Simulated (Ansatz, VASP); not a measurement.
Y in VASP and in Ansatz

INCAR

```
SYSTEM = Y
  PREC = Accurate
  ENCUT = 600
  EDIFF = 1E-6
  ISMEAR = 0
  SIGMA = 0.1
  LREAL = .False.
  LASPH = .True.
  NELM = 80
  ALGO = Fast
  ISIF = 3
  LWAVE = .False.
  LCHARG = .False.
  GGA = PE
  IBRION = 2
  NSW = 100
  EDIFFG = -0.01
```

Contents of KPOINTS:

```
Automatic mesh
0
Gamma
  10 10 10
  0 0 0
```

POSCAR

```
Y
1.0
    4.8685108200      0.0000000000      0.0000000000
    0.0000000000      4.8685108200      0.0000000000
    0.0000000000      0.0000000000      4.8685108200
Y
3
Direct
    0.5000000000      0.0000000000      0.0000000000
    0.0000000000      0.5000000000      0.0000000000
    0.0000000000      0.0000000000      0.5000000000
```

Input for Ansatz:

```yaml
crystal:
  lattice:
    - [4.86851082, 0.0, 0.0]
    - [0.0, 4.86851082, 0.0]
    - [0.0, 0.0, 4.86851082]
  atoms:
    - { symbol: "Y", position: [0.5, 0.0, 0.0] }
    - { symbol: "Y", position: [0.0, 0.5, 0.0] }
    - { symbol: "Y", position: [0.0, 0.0, 0.5] }
basis:
  ecutwfc: 420
kpoints:
  mp_grid: { grid: [10, 10, 10] }
hamiltonian:
  xc: pbe
scf:
  occupations: { method: gaussian, width: 0.1 }
output:
  forces: true
  stress: true
  eigenvalues: true
  write_density: true
  write_potential: true
  elf: true
  volumetric_format: npy
relax:
  adjacent_minimum: "off"
  f_tol: 0.01
  max_steps: 80
  cell: { stress_tol: 0.05 }
```

Alike in both runs: task relaxation of cell and atoms; functional PBE; k mesh 10 × 10 × 10; occupations gaussian, width 0.1 eV; no spin polarisation.

```csv
,VASP,Ansatz
version,VASP 6.6.1,Ansatz 0.2.0
potentials or method,"VASP PAW PBE potentials, release 64 (Y_sv), cutoff 600 eV","scalar-relativistic, plane waves, PAW"
valence electrons in the cell,33,33
```

```csv
,VASP,Ansatz,Ansatz less VASP
"gap on the k mesh at the Fermi level, each at its own relaxed structure (eV)",none,none,-
relaxed volume (Å³/atom),38.22,38.33,+0.116
relaxed cell length with the largest relative difference (Å),4.858,4.863,+0.0049
```

A gap of «none» marks a metal or a gap that the smearing closes.
